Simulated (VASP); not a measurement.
Be, 2 atoms in the cell. The structure is hexagonal, space group P6_3/mmc (No. 194). Conventional cell: a = 2.260 Å, b = 2.260 Å, c = 3.563 Å, α = 90.00°, β = 90.00°, γ = 120.00°. Be (site symmetry -6m2) has 12 Be at 2.21 to 2.26 Å within 2.9 Å. 

* Program: VASP 6.6.1
* Task: single point
* Functional: PBE
* Dispersion: D3(BJ)
* Potentials or basis: VASP PAW PBE potentials, release 64 (Be)
* Cutoff: 520 eV
* k mesh: 21 × 21 × 12
* Occupations: gaussian, width 0.1 eV
* Spin: no spin polarisation
* Dipole correction: no
* Further INCAR settings: ALGO = Normal; EDIFF = 1e-07; NBANDS = 9

Potentials or basis: VASP PAW PBE potentials, release 64 (Be).

Launch:

```console
$ cat potpaw_PBE.64/Be/POTCAR > POTCAR
$ mpirun -np 1 vasp_std > vasp.out
```

Hardware: 1 thread of Intel(R) Xeon(R) 6975P-C (Granite Rapids), with other jobs on the host.

Q: Estimate the wall time of this run.

A: Wall time 14 s on 1 thread of Intel(R) Xeon(R) 6975P-C (Granite Rapids), on a shared host, peak memory 0.16 GiB. Counts: scf iterations 12, k points 336.
